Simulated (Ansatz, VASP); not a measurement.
**WS2 in VASP and in Ansatz**

File INCAR:

```
  PREC = Accurate
  ENCUT = 520
  EDIFF = 1E-6
  ISMEAR = 0
  SIGMA = 0.05
  LREAL = False
  LASPH = True
  NELM = 80
  ALGO = Normal
  ISIF = 2
  LWAVE = False
  LCHARG = False
  NBANDS = 35
```

The input KPOINTS:

```
regular mesh
0
Gamma
  12 12 2
```

Contents of POSCAR:

```
WS2
1.0
    3.0482563621     -0.1719529230     -0.1719529230
   -1.6730437806      2.7258439083     -0.0629391381
   -1.2838415798     -1.2838415798     22.7590098241
W S
2 4
Direct
    0.3333333333      0.6666666667      0.6302757360
    0.6666666667      0.3333333333      0.3697242640
    0.3333333333      0.6666666667      0.3028928957
    0.6666666667      0.3333333333      0.5633280735
    0.3333333333      0.6666666667      0.4366719265
    0.6666666667      0.3333333333      0.6971071043
```

Input for Ansatz:

```yaml
crystal:
  lattice:
    - [3.0482563621, -0.171952923, -0.171952923]
    - [-1.6730437806, 2.7258439083, -0.0629391381]
    - [-1.2838415798, -1.2838415798, 22.7590098241]
  atoms:
    - { symbol: W, position: [0.3333333333, 0.6666666667, 0.630275736] }
    - { symbol: W, position: [0.6666666667, 0.3333333333, 0.369724264] }
    - { symbol: S, position: [0.3333333333, 0.6666666667, 0.3028928957] }
    - { symbol: S, position: [0.6666666667, 0.3333333333, 0.5633280735] }
    - { symbol: S, position: [0.3333333333, 0.6666666667, 0.4366719265] }
    - { symbol: S, position: [0.6666666667, 0.3333333333, 0.6971071043] }
basis:
  ecutwfc: 420
kpoints:
  mp_grid: { grid: [12, 12, 2] }
hamiltonian:
  xc: lda
  pseudopotentials: { kind: paw, azcp: { folder: soft_1 } }
scf:
  occupations: { method: gaussian, width: 0.05 }
output:
  forces: true
  stress: true
  eigenvalues: true
```

Change from the starting cell: equal engineering shear yz, xz and xy -0.1100, equal normal strain along x, y and z -0.0250.

Alike in both runs: task single point; functional LDA; k mesh 12 × 12 × 2; occupations gaussian, width 0.05 eV; no spin polarisation.

|  | VASP | Ansatz |
| --- | --- | --- |
| version | VASP 6.6.1 | Ansatz 0.2.0 |
| potentials or method | VASP PAW LDA potentials, release 64 (W_sv, S), cutoff 520 eV | scalar-relativistic, plane waves, PAW |
| valence electrons in the cell | 52 | 52 |

Ansatz gave:

```
gap on the k mesh at the Fermi level (eV) : 0.92
least direct gap on the mesh (eV)         : 1.36
rms of the force components (eV/Å)        : 2.631
```

Question: Estimate VASP's values.

Answer: gap on the k mesh at the Fermi level (eV): 0.93; least direct gap on the mesh (eV): 1.37; rms of the force components (eV/Å): 2.637.

Ansatz warns that its potentials were made for another functional, while VASP's fit it. LDA's correlation is that of Perdew and Zunger in VASP and of Perdew and Wang (1992) in Ansatz. Atom by atom the forces differ by 0.020 eV/Å (rms over components).

Neither program's run includes spin-orbit coupling.
